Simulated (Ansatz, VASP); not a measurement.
One calculation of Ge, two programs

```
CELL_PARAMETERS angstrom
0.00000 2.81134 2.81134
2.81134 0.00000 2.81134
2.81134 2.81134 0.00000
ATOMIC_POSITIONS crystal
Ge 0.50000 0.50000 0.50000
Ge 0.75000 0.75000 0.75000
```

Alike in both runs: functional LDA; k mesh 14 × 14 × 14; occupations fermi-dirac, width 0.1 eV; no spin polarisation.

Ansatz relaxed the structure, and its values are those at the end. VASP's run is a single point on that final structure, the one shown.

|  | VASP | Ansatz |
| --- | --- | --- |
| version | VASP 6.6.1 | Ansatz 0.2.0 |
| potentials or method | VASP PAW LDA potentials, release 64 (Ge_d) | PAW with Ansatz's default frozen-core files, scalar-relativistic |
| plane-wave cutoff (eV) | 520 | 420 |
| valence electrons in the cell | 28 | 28 |

```csv
,VASP,Ansatz,Ansatz less VASP
pressure (GPa),0.2,0.0,-0.23
```

LDA's correlation is that of Perdew and Zunger in VASP and of Perdew and Wang (1992) in Ansatz.
